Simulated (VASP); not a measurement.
# CaO in VASP: further runs

The runs below take CaO through relaxation of cell and atoms, single point, with PBEsol, PBEsol+D3(BJ).

Program: VASP 6.6.1. These are calculated values, not measurements. Logs are shortened: lines on timing, memory, paths and dates and some standing lists are left out, and cuts for length are marked.

### Step 1. The cell of the first run

It takes space group Fm-3m (No. 225, cubic). The conventional cell has a = 4.807 Å, b = 4.807 Å, c = 4.807 Å, α = 90.00°, β = 90.00°, γ = 90.00°. Within 3.2 Å of Ca (site symmetry m-3m) lie 6 O at 2.40 Å. O (site symmetry m-3m) has 6 Ca at 2.40 Å within 3.2 Å.

### Step 2. Relaxation of cell and atoms, PBEsol, target pressure 2 GPa, at which the enthalpy is minimised

Contents of INCAR:

```
ALGO = Normal
EDIFF = 1E-6
EDIFFG = -0.01
ENCUT = 600
GGA = PS
IBRION = 2
ISIF = 3
ISMEAR = -1
LASPH = T
LCHARG = F
LREAL = F
LWAVE = F
NELM = 80
NSW = 60
PREC = Accurate
PSTRESS = 20.0
SIGMA = 0.05
```

Contents of KPOINTS:

```
k-points
0
Gamma
  10 10 10
```

Contents of POSCAR:

```
CaO
1.0
    0.0000000000      2.4035556960      2.4035556960
    2.4035556960      0.0000000000      2.4035556960
    2.4035556960      2.4035556960      0.0000000000
Ca O
1 1
Direct
    0.0000000000      0.0000000000      0.0000000000
    0.5000000000      0.5000000000      0.5000000000
```

Potentials or basis: VASP PAW PBE potentials, release 64 (Ca_sv, O).

Started as:

```console
$ cat potpaw_PBE.64/Ca_sv/POTCAR potpaw_PBE.64/O/POTCAR > POTCAR
$ mpirun -np 1 vasp_std > vasp.out
```

OUTCAR:

```text
EDIFF = 1E-6
   EDIFFG = -0.01
   ENCUT = 600
   GGA = PS
   IBRION = 2
   ISIF = 3
   ISMEAR = -1
   LASPH = T
   LREAL = F
   NELM = 80
   NSW = 60
   PREC = Accurate
   PSTRESS = 20.0

 ion  position               nearest neighbor table
   1  0.000  0.000  0.000-   2 2.40   2 2.40   2 2.40   2 2.40   2 2.40   2 2.40
   2  0.500  0.500  0.500-   1 2.40   1 2.40   1 2.40   1 2.40   1 2.40   1 2.40

  LATTYP: Found a face centered cubic cell.
 ALAT       =     4.8071113920

  Lattice vectors:

 A1 = (   0.0000000000,   2.4035556960,   2.4035556960)
 A2 = (   2.4035556960,   0.0000000000,   2.4035556960)
 A3 = (   2.4035556960,   2.4035556960,   0.0000000000)

Analysis of symmetry for initial positions (statically):
=====================================================================
 Subroutine PRICEL returns:
 Original cell was already a primitive cell.

 Routine SETGRP: Setting up the symmetry group for a
 face centered cubic supercell.

 Subroutine GETGRP returns: Found 48 space group operations
 (whereof 48 operations were pure point group operations)
 out of a pool of 48 trial point group operations.

The static configuration has the point symmetry O_h .

Analysis of symmetry for dynamics (positions and initial velocities):
=====================================================================
 Subroutine PRICEL returns:
 Original cell was already a primitive cell.

 Routine SETGRP: Setting up the symmetry group for a
 face centered cubic supercell.

 Subroutine GETGRP returns: Found 48 space group operations
 (whereof 48 operations were pure point group operations)
 out of a pool of 48 trial point group operations.

The dynamic configuration has the point symmetry O_h .

 Subroutine INISYM returns: Found 48 space group operations
 (whereof 48 operations are pure point group operations),
 and found     1 'primitive' translations

----------------------------------------------------------------------------------------

                                     Primitive cell

  volume of cell :      27.7711

  direct lattice vectors                    reciprocal lattice vectors
     0.000000000  2.403555696  2.403555696    -0.208025136  0.208025136  0.208025136
     2.403555696  0.000000000  2.403555696     0.208025136 -0.208025136  0.208025136
     2.403555696  2.403555696  0.000000000     0.208025136  0.208025136 -0.208025136

  length of vectors
     3.399141063  3.399141063  3.399141063     0.360310104  0.360310104  0.360310104

  position of ions in fractional coordinates (direct lattice)
[... 99 lines left out ...]
     AMIX_MAG =   1.60;   BMIX_MAG =  1.00
  volume/ion in A,a.u.               =      13.89        93.70
  Fermi-wavevector in a.u.,A,eV,Ry     =   1.362231  2.574243 25.247954  1.855672
  Thomas-Fermi vector in A             =   2.488738
   LORBIT       =      0    0 simple, 1 ext, 2 COOP (PROOUT), +10 PAW based schemes
   GGA     = PS    functional components
   LHFCALC =     F    Hartree Fock is set to
   AEXX    =    0.0000 exact exchange contribution
   IVDW    =     0    specifies the selected vdW correction
   LEPSILON=     F    determine dielectric tensor
   LRPA    =     F    only Hartree local field effects (RPA)
 conjugate gradient relaxation of ions
 non-spin polarized calculation
  energy-cutoff  :      600.00
  volume of cell :       27.77
 maximum number of plane-waves:       941
   NGX = 13   NGY = 13   NGZ = 13

--------------------------------------- Ionic step        1  -------------------------------------------

 number of electron      15.9999997 magnetization

 Free energy of the ion-electron system (eV)
  ---------------------------------------------------
  ext. energy  EPLUGINS =         0.00000000
  ---------------------------------------------------
  free energy    TOTEN  =       -13.41051433 eV

  energy without entropy =      -13.41051433  energy(sigma->0) =      -13.41051433

------------------------ aborting loop because EDIFF is reached ----------------------------------------

  FORCE on cell =-STRESS in cart. coord.  units (eV):
  Direction    XX          YY          ZZ          XY          YZ          ZX
  --------------------------------------------------------------------------------------
  -------------------------------------------------------------------------------------
  Total       -0.3859652     -0.3859652     -0.3859652     -0.0000000     -0.0000000      0.0000000
  in kB      -22.2672300    -22.2672300    -22.2672300     -0.0000000     -0.0000000      0.0000000
  external PRESSURE =     -42.2672300 kB  Pullay stress =      20.0000000 kB
[... 63 lines left out ...]
--------------------------------------- Ionic step        3  -------------------------------------------

 number of electron      15.9999997 magnetization

 Free energy of the ion-electron system (eV)
  ---------------------------------------------------
  ext. energy  EPLUGINS =         0.00000000
  ---------------------------------------------------
  free energy    TOTEN  =       -13.41169058 eV

  energy without entropy =      -13.41169058  energy(sigma->0) =      -13.41169058

 E-fermi :   3.3871     XC(G=0): -10.9191

 val. band max:        2.4040378870   @ k =   0.0000   0.0000   0.0000
 cond. band min:       5.9202006699   @ k =   0.5000   0.5000   0.0000
 fundamental gap:      3.5161627828
 Fermi energy:         3.3871157881

 k-point     1 :       0.0000    0.0000    0.0000
  band No.  band energies     occupation
      1     -34.8354      2.00000
      2     -15.6476      2.00000
      3     -15.6476      2.00000
      4     -15.6476      2.00000
      5     -13.1118      2.00000
      6       2.4040      2.00000
      7       2.4040      2.00000
      8       2.4040      2.00000
      9       7.2686      0.00000
     10       8.6823      0.00000
     11       8.6823      0.00000
     12       8.6823      0.00000
[... 331 lines left out ...]
 k-point    24 :       0.4000    0.3000    0.0000
  band No.  band energies     occupation
      1     -34.7036      2.00000
      2     -16.4225      2.00000
      3     -15.8815      2.00000
      4     -15.8488      2.00000
      5     -12.5129      2.00000
      6       0.6700      2.00000
      7       1.8328      2.00000
      8       1.9391      2.00000
      9       6.6303      0.00000
     10      10.2686      0.00000
     11      11.4153      0.00000
     12      11.5238      0.00000

 [... further k-points ...]

------------------------ aborting loop because EDIFF is reached ----------------------------------------

  FORCE on cell =-STRESS in cart. coord.  units (eV):
  Direction    XX          YY          ZZ          XY          YZ          ZX
  --------------------------------------------------------------------------------------
  -------------------------------------------------------------------------------------
  Total        0.3346489      0.3346489      0.3346489      0.0000000     -0.0000000      0.0000000
  in kB       20.0348698     20.0348698     20.0348698      0.0000000     -0.0000000      0.0000000
  external PRESSURE =       0.0348698 kB  Pullay stress =      20.0000000 kB
[... 21 lines left out ...]
  energy  without entropy=      -13.4116905774  energy(sigma->0) =      -13.41169058

  enthalpy is  TOTEN    =       -13.0776240773 eV   P V=        0.3340665002

 reached required accuracy - stopping structural energy minimisation
```

CONTCAR:

```text
CaO
   1.00000000000000
     0.0000000000000000    2.3740753901087612    2.3740753901087612
     2.3740753901087612   -0.0000000000000000    2.3740753901087612
     2.3740753901087612    2.3740753901087612    0.0000000000000000
  Ca              O
     1     1
Direct
     0.0000000000000000    0.0000000000000000    0.0000000000000000
     0.5000000000000000    0.5000000000000000    0.5000000000000000

  0.00000000E+00  0.00000000E+00  0.00000000E+00
  0.00000000E+00  0.00000000E+00  0.00000000E+00
```

It took 1.8 min on 1 thread of AMD EPYC 7R43 (Zen 3), shared host; peak memory 0.14 GiB.

Results:

| Quantity | Value |
| --- | --- |
| Free energy | -13.4117 eV |
| Relaxed volume | 13.38 Å³/atom |
| Relaxed cell | a = 3.357 Å, b = 3.357 Å, c = 3.357 Å, α = 60.00°, β = 60.00°, γ = 60.00° |
| Space group after relaxing (to 0.1 Å) | Fm-3m (No. 225) |
| Energy change on relaxing (the run minimises the enthalpy) | -0.6 meV/atom |
| Ionic steps | 3 |
| Pressure after relaxing | 2.0 GPa |
| Band gap on the k mesh | 3.52 eV (least direct gap 3.89 eV) |

Step by step:
```
step  energy change (eV)  largest force (eV/Å)  pressure (GPa)  volume (Å³)
   1              0.0000                0.0000           -2.23        27.77
   2              0.0071                0.0000            4.12        26.32
   3             -0.0012                0.0000            2.00        26.76
```

Final structure:
```cif
data_structure
_symmetry_space_group_name_H-M 'P 1'
_symmetry_Int_Tables_number 1
_cell_length_a 3.3574
_cell_length_b 3.3574
_cell_length_c 3.3574
_cell_angle_alpha 60.000
_cell_angle_beta 60.000
_cell_angle_gamma 60.000
_cell_volume 26.76
loop_
_atom_site_label
_atom_site_type_symbol
_atom_site_fract_x
_atom_site_fract_y
_atom_site_fract_z
_atom_site_occupancy
Ca1 Ca 0.00000 0.00000 0.00000 1
O1 O 0.50000 0.50000 0.50000 1
```

Levels at points of the mesh, in eV from the valence-band top:
| k point | band 4 | band 5 | band 6 | band 7 | band 8 | band 9 | band 10 | band 11 | band 12 |
| --- | --- | --- | --- | --- | --- | --- | --- | --- | --- |
| (0.00, 0.00, 0.00) | -18.05 | -15.52 | 0.00 | 0.00 | 0.00 | 4.86 | 6.28 | 6.28 | 6.28 |
| (0.50, 0.00, 0.00) | -18.11 | -14.11 | -2.78 | -1.29 | -1.29 | 7.19 | 8.58 | 8.58 | 8.61 |
| (0.50, 0.50, 0.00) | -18.32 | -15.27 | -1.30 | -0.37 | -0.37 | 3.52 | 8.32 | 9.14 | 9.84 |

Caveat: the cell is relaxed towards a set pressure, so the run minimises the enthalpy, not the energy; the PAW data sets were made with another functional, which shifts forces and pressure a little. A k mesh can miss the band edges.

### Step 3. Relaxation of cell and atoms, PBEsol, target pressure 20 GPa, at which the enthalpy is minimised

Contents of INCAR:

```
PREC = Accurate ; ENCUT = 600
EDIFF = 1E-7 ; ISMEAR = -1
SIGMA = 0.05 ; LREAL = F
LASPH = T ; NELM = 80
ALGO = Normal ; ISIF = 3
LWAVE = F ; LCHARG = F
GGA = PS ; IBRION = 2
NSW = 60 ; EDIFFG = -0.01
PSTRESS = 200.0
```

Contents of KPOINTS:

```
Automatic mesh
0
Gamma
  10 10 10
```

POSCAR is that of step 2.

Potentials or basis: VASP PAW PBE potentials, release 64 (Ca_sv, O).

Started as:

```console
$ cat potpaw_PBE.64/Ca_sv/POTCAR potpaw_PBE.64/O/POTCAR > POTCAR
$ mpirun -np 1 vasp_std > vasp.out
```

OUTCAR:

```text
PREC = Accurate
   ENCUT = 600
   EDIFF = 1E-7
   ISMEAR = -1
   LREAL = F
   LASPH = T
   NELM = 80
   ISIF = 3
   GGA = PS
   IBRION = 2
   NSW = 60
   EDIFFG = -0.01
   PSTRESS = 200.0

 ion  position               nearest neighbor table
   1  0.000  0.000  0.000-   2 2.40   2 2.40   2 2.40   2 2.40   2 2.40   2 2.40
   2  0.500  0.500  0.500-   1 2.40   1 2.40   1 2.40   1 2.40   1 2.40   1 2.40

  LATTYP: Found a face centered cubic cell.
 ALAT       =     4.8071113920

  Lattice vectors:

 A1 = (   0.0000000000,   2.4035556960,   2.4035556960)
 A2 = (   2.4035556960,   0.0000000000,   2.4035556960)
 A3 = (   2.4035556960,   2.4035556960,   0.0000000000)

Analysis of symmetry for initial positions (statically):
=====================================================================
 Subroutine PRICEL returns:
 Original cell was already a primitive cell.
[... 304 lines left out ...]
      2     -14.4133      2.00000
      3     -14.4133      2.00000
      4     -14.4133      2.00000
      5     -12.6219      2.00000
      6       3.1147      2.00000
      7       3.1147      2.00000
      8       3.1147      2.00000
      9       8.9863      0.00000
     10       9.6214      0.00000
     11       9.6214      0.00000
     12       9.6214      0.00000
[... 331 lines left out ...]
 k-point    24 :       0.4000    0.3000    0.0000
  band No.  band energies     occupation
      1     -33.5098      2.00000
      2     -15.6043      2.00000
      3     -14.7542      2.00000
      4     -14.7032      2.00000
      5     -11.8027      2.00000
      6       1.3117      2.00000
      7       2.5279      2.00000
      8       2.6414      2.00000
      9       7.3267      0.00000
     10      11.9037      0.00000
     11      12.7639      0.00000
     12      12.9444      0.00000

 [... further k-points ...]

------------------------ aborting loop because EDIFF is reached ----------------------------------------

  FORCE on cell =-STRESS in cart. coord.  units (eV):
  Direction    XX          YY          ZZ          XY          YZ          ZX
  --------------------------------------------------------------------------------------
  -------------------------------------------------------------------------------------
  Total        2.9675162      2.9675162      2.9675162     -0.0000000      0.0000000      0.0000000
  in kB      198.8310037    198.8310037    198.8310037     -0.0000000      0.0000000      0.0000000
  external PRESSURE =      -1.1689963 kB  Pullay stress =     200.0000000 kB
[... 21 lines left out ...]
  energy  without entropy=      -13.2323871334  energy(sigma->0) =      -13.23238713

  enthalpy is  TOTEN    =       -10.2474239278 eV   P V=        2.9849632056

 reached required accuracy - stopping structural energy minimisation
```

CONTCAR:

```text
CaO
   1.00000000000000
     0.0000000000000000    2.2866333032237338    2.2866333032237338
     2.2866333032237338   -0.0000000000000000    2.2866333032237338
     2.2866333032237338    2.2866333032237338    0.0000000000000000
  Ca              O
     1     1
Direct
     1.0000000000000000    0.0000000000000000    0.0000000000000000
     0.5000000000000000    0.5000000000000000    0.5000000000000000

  0.00000000E+00  0.00000000E+00  0.00000000E+00
  0.00000000E+00  0.00000000E+00  0.00000000E+00
```

It took 2.8 min on 1 thread of AMD EPYC 7R43 (Zen 3), shared host; peak memory 0.16 GiB.

What came out:

| Property | Result |
| --- | --- |
| Free energy | -13.2324 eV |
| Relaxed volume | 11.96 Å³/atom |
| Relaxed cell | a = 3.234 Å, b = 3.234 Å, c = 3.234 Å, α = 60.00°, β = 60.00°, γ = 60.00° |
| Space group after relaxing (to 0.1 Å) | Fm-3m (No. 225) |
| Energy change on relaxing (the run minimises the enthalpy) | +89.1 meV/atom |
| Ionic steps | 4 |
| Pressure after relaxing | 19.9 GPa |
| Band gap on the k mesh | 3.41 eV (least direct gap 3.73 eV) |

The path:
```csv
step,energy change (eV),largest force (eV/Å),pressure (GPa),volume (Å³)
1,0.0000,0.0000,-2.23,27.77
2,0.9065,0.0000,57.56,20.72
3,0.1687,0.0000,19.25,23.99
4,0.1781,0.0000,19.88,23.91
```

Final structure:
```
Ca O
1.0
     0.00000    2.28663    2.28663
     2.28663    0.00000    2.28663
     2.28663    2.28663    0.00000
Ca O
1 1
Direct
  0.00000 0.00000 0.00000
  0.50000 0.50000 0.50000
```

Caveat: the cell is relaxed towards a set pressure, so the run minimises the enthalpy, not the energy; the PAW data sets were made with another functional, which shifts forces and pressure a little.

### Step 4. Relaxation of cell and atoms, PBEsol+D3(BJ)

Contents of INCAR:

```
ALGO     = Normal         # electronic algorithm
EDIFF    = 1E-6           # SCF threshold, eV
EDIFFG   = -0.01          # ionic threshold
ENCUT    = 600            # plane-wave cutoff, eV
GGA      = PS             # functional
IBRION   = 2              # ionic algorithm
ISIF     = 3              # what is computed and relaxed
ISMEAR   = -1             # smearing method
IVDW     = 12             # dispersion correction
LASPH    = T              # aspherical terms in the spheres
LCHARG   = F              # write CHGCAR
LREAL    = F              # projectors in reciprocal space
LWAVE    = F              # write WAVECAR
NELM     = 80             # most SCF steps
NSW      = 60             # ionic steps
PREC     = Accurate       # precision mode
SIGMA    = 0.05           # smearing width, eV
```

Contents of KPOINTS:

```
k-points
0
Gamma
  10 10 10
```

POSCAR is that of step 3.

Started as:

```console
$ cat potpaw_PBE.64/Ca_sv/POTCAR potpaw_PBE.64/O/POTCAR > POTCAR
$ mpirun -np 1 vasp_std > vasp.out
```

Wall time 1.7 min (1 thread of AMD EPYC 7R43 (Zen 3), shared host); peak memory 0.15 GiB.

It converged, with:

| Quantity | Value |
| --- | --- |
| Free energy | -13.9601 eV |
| Relaxed volume | 13.23 Å³/atom |
| Relaxed cell | a = 3.345 Å, b = 3.345 Å, c = 3.345 Å, α = 60.00°, β = 60.00°, γ = 60.00° |
| Space group after relaxing (to 0.1 Å) | Fm-3m (No. 225) |
| Energy gained by relaxing | 11.6 meV/atom |
| Ionic steps | 3 |
| Pressure after relaxing | 0.0 GPa |
| Band gap on the k mesh | 3.51 eV (least direct gap 3.87 eV) |
| Dispersion energy per atom | -0.277 eV |

The path:
| step | energy change (eV) | largest force (eV/Å) | pressure (GPa) | volume (Å³) |
| --- | --- | --- | --- | --- |
| 1 | 0.0000 | 0.0000 | -5.38 | 27.77 |
| 2 | -0.0191 | 0.0000 | 2.55 | 25.94 |
| 3 | -0.0231 | 0.0000 | 0.01 | 26.45 |

Final structure:
```xyz
2
Lattice="0.0000 2.3650 2.3650 2.3650 0.0000 2.3650 2.3650 2.3650 0.0000" Properties=species:S:1:pos:R:3 pbc="T T T"
Ca    0.0000    0.0000    0.0000
O     2.3650    2.3650    2.3650
```

Levels at points of the mesh, in eV from the valence-band top:
| k point | band 4 | band 5 | band 6 | band 7 | band 8 | band 9 | band 10 | band 11 | band 12 |
| --- | --- | --- | --- | --- | --- | --- | --- | --- | --- |
| (0.00, 0.00, 0.00) | -18.00 | -15.54 | 0.00 | 0.00 | 0.00 | 4.96 | 6.30 | 6.30 | 6.30 |
| (0.50, 0.00, 0.00) | -18.06 | -14.08 | -2.81 | -1.32 | -1.32 | 7.24 | 8.64 | 8.64 | 8.70 |
| (0.50, 0.50, 0.00) | -18.27 | -15.30 | -1.29 | -0.37 | -0.37 | 3.51 | 8.41 | 9.20 | 9.92 |

Caveat: the PAW data sets were made with another functional, which shifts forces and pressure a little.

(Continued in part 2 of 2.)
